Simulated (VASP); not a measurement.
Set up this calculation in VASP 6.6.1, as the native input.

```
Task                   : single point
Functional             : PBE
Potentials or basis    : VASP PAW PBE potentials, release 64 (Hf_pv, Ti_sv, N)
Cutoff                 : 520 eV
k mesh                 : 6 × 6 × 6
Occupations            : gaussian, width 0.1 eV
Spin                   : no spin polarisation
Dipole correction      : no
Further INCAR settings : ALGO = Normal; EDIFF = 1e-06; NBANDS = 52
```

The structure of Hf2Ti3N5 lies in POSCAR:

```
Hf2Ti3N5
1.0
    1.5550484000      0.8978076000     12.5499994000
   -1.5550484000      0.8978076000     12.5499994000
    0.0000000000     -1.7956152000     12.5499994000
Hf Ti N
2 3 5
Direct
    0.0993810000      0.0993810000      0.0993810000
    0.9006190000      0.9006190000      0.9006190000
    0.6975910000      0.6975910000      0.6975910000
    0.3024090000      0.3024090000      0.3024090000
    0.5000000000      0.5000000000      0.5000000000
    0.3976020000      0.3976020000      0.3976020000
    0.0000000000      0.0000000000      0.0000000000
    0.6023980000      0.6023980000      0.6023980000
    0.1991370000      0.1991370000      0.1991370000
    0.8008630000      0.8008630000      0.8008630000
```

The input as run:

INCAR

```
SYSTEM = Hf2Ti3N5
ALGO = Normal
EDIFF = 1E-6
ENCUT = 520
GGA = PE
ISIF = 2
ISMEAR = 0
LASPH = .TRUE.
LCHARG = .FALSE.
LREAL = .FALSE.
LWAVE = .FALSE.
NBANDS = 52
NELM = 80
PREC = Accurate
SIGMA = 0.1
```

KPOINTS

```
k-points
0
G
  6 6 6
  0 0 0
```

Potentials or basis: VASP PAW PBE potentials, release 64 (Hf_pv, Ti_sv, N).

Launch:

```sh
$ cat potpaw_PBE.64/Hf_pv/POTCAR potpaw_PBE.64/Ti_sv/POTCAR potpaw_PBE.64/N/POTCAR > POTCAR
$ mpirun -np 1 vasp_std > vasp.out
```

It gave:

```json
{"Pressure": "-1.0 GPa", "Largest force": "0.241 eV/Å", "Band gap on the k mesh": "zero (an odd number of electrons rules out a gap without spin polarisation)"}
```

Caveat: the k points lie up to 0.39 Å⁻¹ apart, too coarse for converged energies and pressures of a metal; spin-orbit coupling is left out, which moves the levels of the heavy elements.

It took 48 min on 1 thread of Intel(R) Xeon(R) 6975P-C (Granite Rapids), on a shared host, peak memory 1.7 GiB.
